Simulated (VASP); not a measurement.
# MgTe (P6_3mc) in VASP: single point with HSE06

Aim: the single point of MgTe with HSE06.

Everything below comes from runs of VASP 6.6.1. Logs are shortened: lines on timing, memory, paths and dates and some standing lists are left out, and cuts for length are marked.

## (1) The cell of the first run

It takes space group P6_3mc (No. 186, hexagonal). The conventional cell has a = 4.610 Å, b = 4.610 Å, c = 7.497 Å, α = 90.00°, β = 90.00°, γ = 120.00°. Mg (site symmetry 3m) has 4 Te at 2.82 Å within 3.7 Å. Within 3.7 Å of Te (site symmetry 3m) lie 4 Mg at 2.82 Å.

## (2) Single point, HSE06

POSCAR

```
MgTe
1.0
    4.6095885353      0.0000000000      0.0000000000
   -2.3047942677      3.9920207726      0.0000000000
    0.0000000000      0.0000000000      7.4972697268
Mg Te
2 2
Direct
    0.3333333333      0.6666666667     -0.0032878027
    0.6666666667      0.3333333333      0.4967121973
    0.3333333333      0.6666666667      0.3732878027
    0.6666666667      0.3333333333      0.8732878027
```

INCAR.step1

```
  PREC = Accurate
  ENCUT = 520
  EDIFF = 1E-5
  ISMEAR = 0
  SIGMA = 0.02
  LREAL = False
  LASPH = True
  NELM = 120
  ALGO = Normal
  ISIF = 2
  LWAVE = True
  NBANDS = 16
  GGA = PE
  GGA_COMPAT = False
  KPAR = 4
```

INCAR.step2

```
  PREC = Accurate
  ENCUT = 520
  EDIFF = 1E-6
  ISMEAR = 0
  SIGMA = 0.02
  LREAL = False
  LASPH = True
  NELM = 120
  ALGO = Normal
  ISIF = 2
  LWAVE = False
  LCHARG = True
  GGA = PE
  LHFCALC = True
  HFSCREEN = 0.2079
  PRECFOCK = Normal
  LVHAR = True
  NBANDS = 16
  ISTART = 1
  GGA_COMPAT = False
  KPAR = 4
```

KPOINTS

```
regular mesh
0
Gamma
  6 6 4
```

Potentials or basis: VASP PAW PBE potentials, release 64 (Mg, Te).

On the command line:

```console
> cat potpaw_PBE.64/Mg/POTCAR potpaw_PBE.64/Te/POTCAR > POTCAR
> cp INCAR.step1 INCAR
> mpirun -np 4 vasp_std > vasp.out
> cp INCAR.step2 INCAR
> mpirun -np 4 vasp_std > vasp.out
```

OUTCAR:

```text
PREC = Accurate
   ENCUT = 520
   EDIFF = 1E-6
   ISMEAR = 0
   LREAL = False
   LASPH = True
   NELM = 120
   ISIF = 2
   GGA = PE
   LHFCALC = True
   HFSCREEN = 0.2079
   PRECFOCK = Normal
   ISTART = 1

 ion  position               nearest neighbor table
   1  0.333  0.667  0.997-   4 2.82   4 2.82   4 2.82   3 2.82
   2  0.667  0.333  0.497-   3 2.82   3 2.82   3 2.82   4 2.82
   3  0.333  0.667  0.373-   2 2.82   2 2.82   2 2.82   1 2.82
   4  0.667  0.333  0.873-   1 2.82   1 2.82   1 2.82   2 2.82

  LATTYP: Found a hexagonal cell.
 ALAT       =     4.6095885353
 C/A-ratio  =     1.6264509662

  Lattice vectors:

 A1 = (   4.6095885353,   0.0000000000,   0.0000000000)
 A2 = (  -2.3047942677,   3.9920207726,   0.0000000000)
 A3 = (   0.0000000000,   0.0000000000,   7.4972697268)

Analysis of symmetry for initial positions (statically):
=====================================================================
 Subroutine PRICEL returns:
 Original cell was already a primitive cell.

 Routine SETGRP: Setting up the symmetry group for a
 hexagonal supercell.

 Subroutine GETGRP returns: Found 12 space group operations
 (whereof  6 operations were pure point group operations)
 out of a pool of 24 trial point group operations.

The static configuration has the point symmetry C_3v.
 The point group associated with its full space group is C_6v.

Analysis of symmetry for dynamics (positions and initial velocities):
=====================================================================
 Subroutine PRICEL returns:
 Original cell was already a primitive cell.

 Routine SETGRP: Setting up the symmetry group for a
 hexagonal supercell.

 Subroutine GETGRP returns: Found 12 space group operations
 (whereof  6 operations were pure point group operations)
 out of a pool of 24 trial point group operations.

The dynamic configuration has the point symmetry C_3v.
 The point group associated with its full space group is C_6v.

 Subroutine INISYM returns: Found 12 space group operations
 (whereof  6 operations are pure point group operations),
 and found     1 'primitive' translations

[... 100 lines left out ...]
   ISIF   =      2    stress and relaxation
   ISYM   =      3    0-nonsym 1-usesym 2-fastsym
   POTIM  = 0.5000    time-step for ionic-motion
   TEBEG  =    0.0;   TEEND  =   0.0 temperature during run
   PSTRESS=    0.0 pullay stress
   NELECT =      16.0000    total number of electrons
   NUPDOWN=      -1.0000    fix difference up-down
   EMIN   =  10.00;   EMAX   =-10.00  energy-range for DOS
   EFERMI =   0.00;   METHOD = LEGACY
   ISMEAR =     0;   SIGMA  =   0.02  broadening in eV -4-tet -1-fermi 0-gaus
   EFERMI_NEDOS =   21; number of points for ismear=-14 and -15
   IALGO  =     38    algorithm
   IMIX   =      1    mixing-type and parameters
     AMIX     =   0.40;   BMIX     =  1.00
     AMIX_MAG =   1.60;   BMIX_MAG =  1.00
  volume/ion in A,a.u.               =      34.49       232.75
  Fermi-wavevector in a.u.,A,eV,Ry     =   0.798354  1.508670  8.671931  0.637369
  Thomas-Fermi vector in A             =   1.905248
   LORBIT       =      0    0 simple, 1 ext, 2 COOP (PROOUT), +10 PAW based schemes
   GGA     = PE    functional components
   LHFCALC =     T    Hartree Fock is set to
   PRECFOCK=normal    Normal, Fast or Accurate (Low or Medium for compatibility)
   ENCUT4O =  -1.0   cutoff for four orbital integrals eV
   NKREDX  =     1    reduce k-point grid by
   NKREDY  =     1    reduce k-point grid by
   NKREDZ  =     1    reduce k-point grid by
   AEXX    =    0.2500 exact exchange contribution
   HFSCREEN=    0.2079 screening length (either q_TF or 0.3 A-1)
   HFSCREENC=   0.2079 screening length for correlation (either q_TF or 0.3 A-1)
   ENCUTFOCK=  -1.0 apply spherical cutoff to Coloumb kernel
   IVDW    =     0    specifies the selected vdW correction
   LEPSILON=     F    determine dielectric tensor
   LRPA    =     F    only Hartree local field effects (RPA)
 non-spin polarized calculation
 Gauss-broadening in eV      SIGMA  =   0.02
  energy-cutoff  :      520.00
  volume of cell :      137.96
 maximum number of plane-waves:      3748
 NGX is ok and might be reduce to    36
  NGX = 28; NGY = 28; NGZ = 42

 number of electron      16.0000000 magnetization

 Free energy of the ion-electron system (eV)
  ---------------------------------------------------
  ext. energy  EPLUGINS =         0.00000000
  ---------------------------------------------------
  free energy    TOTEN  =       -15.11189744 eV

  energy without entropy =      -15.11189744  energy(sigma->0) =      -15.11189744

 E-fermi :   1.2903     XC(G=0):  -6.5310

 val. band max:        1.1926396718   @ k =   0.0000   0.0000   0.0000
 cond. band min:       4.2987944890   @ k =   0.0000   0.0000   0.0000
 fundamental gap:      3.1061548173
 Fermi energy:         1.2903128961

 k-point     1 :       0.0000    0.0000    0.0000
  band No.  band energies     occupation
      1      -9.8727      2.00000
      2      -9.2217      2.00000
      3      -2.2408      2.00000
      4       0.6678      2.00000
      5       0.6678      2.00000
      6       1.1823      2.00000
[... 376 lines left out ...]
      3      -1.9324      2.00000
      4      -1.9324      2.00000
      5      -0.8146      2.00000
      6      -0.8146      2.00000
[... 8 lines left out ...]
     15       9.4649      0.00000
     16       9.4649      0.00000

------------------------ aborting loop because EDIFF is reached ----------------------------------------

  FORCE on cell =-STRESS in cart. coord.  units (eV):
  Direction    XX          YY          ZZ          XY          YZ          ZX
  --------------------------------------------------------------------------------------
  -------------------------------------------------------------------------------------
  Total       -0.7937663     -0.7937663     -0.7893288      0.0000000      0.0000000      0.0000000
  in kB       -9.2181795     -9.2181795     -9.1666451      0.0000000      0.0000000      0.0000000
  external PRESSURE =      -9.2010014 kB  Pullay stress =       0.0000000 kB

 VOLUME and BASIS-vectors are now :
 -----------------------------------------------------------------------------
  energy-cutoff  :      520.00
  volume of cell :      137.96
      direct lattice vectors                 reciprocal lattice vectors
     4.609588535  0.000000000  0.000000000     0.216939103  0.125249849  0.000000000
    -2.304794268  3.992020773  0.000000000     0.000000000  0.250499699  0.000000000
     0.000000000  0.000000000  7.497269727     0.000000000  0.000000000  0.133381889

 POSITION                                       TOTAL-FORCE (eV/Angst)
 -----------------------------------------------------------------------------------
     -0.00000      2.66135      7.47262         0.000000     -0.000000      0.000536
      2.30479      1.33067      3.72399         0.000000      0.000000      0.000536
     -0.00000      2.66135      2.79864         0.000000      0.000000     -0.000536
      2.30479      1.33067      6.54727        -0.000000     -0.000000     -0.000536
 -----------------------------------------------------------------------------------
    total drift:                               -0.000000      0.000000     -0.000018

  FREE ENERGIE OF THE ION-ELECTRON SYSTEM (eV)
  ---------------------------------------------------
  free  energy   TOTEN  =       -15.1118974385 eV

  energy  without entropy=      -15.1118974385  energy(sigma->0) =      -15.11189744
```

Wall time 43 min (4 MPI ranks of Oxide Virtual Turin-like, shared host); peak memory 0.4 GiB.

What came out:

```
Free energy            : -15.1119 eV
Pressure               : -0.9 GPa
Band gap on the k mesh : 3.11 eV
```

Caveat: the PAW data sets were made with another functional, which shifts forces and pressure a little; spin-orbit coupling is left out, which moves the levels of the heavy elements.
